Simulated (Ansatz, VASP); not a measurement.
Two plane-wave programs on NaHgI2

```
Na Hg I
1.0
     3.84190    0.00000    0.00000
     0.00000    3.84190    0.00000
     0.00000    0.00000   15.36759
Na Hg I
2 2 4
Direct
  0.00000 0.00000 0.87500
  0.00000 0.00000 0.12500
  0.00000 0.00000 0.37500
  0.00000 0.00000 0.62500
  0.50000 0.50000 0.00000
  0.50000 0.50000 0.25000
  0.50000 0.50000 0.50000
  0.50000 0.50000 0.75000
```

Alike in both runs: task single point; functional PBE; k mesh 4 × 4 × 1; occupations gaussian, width 0.1 eV; no spin polarisation.

|  | VASP | Ansatz |
| --- | --- | --- |
| version | VASP 6.6.1 | Ansatz 0.2.0 |
| potentials or method | VASP PAW PBE potentials, release 64 (Na_pv, Hg, I), cutoff 520 eV | scalar-relativistic, plane waves, PAW |
| valence electrons in the cell | 66 | 126 |

```tsv
	VASP	Ansatz	Ansatz less VASP
gap on the k mesh at the Fermi level (eV)	none	none	-
pressure (GPa)	4.8	4.7	-0.06
traceless stress, the component that is largest in VASP (GPa)	-0.38	-0.38	+0.001
rms of the force components (eV/Å)	0.042	0.040	-0.0024
```

Atom by atom the forces differ by 0.003 eV/Å (rms over components). A gap of «none» marks a metal or a gap that the smearing closes. VASP's potentials hold 66 valence electrons a cell and Ansatz's 126, so a difference there can come from the potentials and not from the codes.

The k mesh is coarse, so the values compare programs but aren't converged. Neither program's run includes spin-orbit coupling.
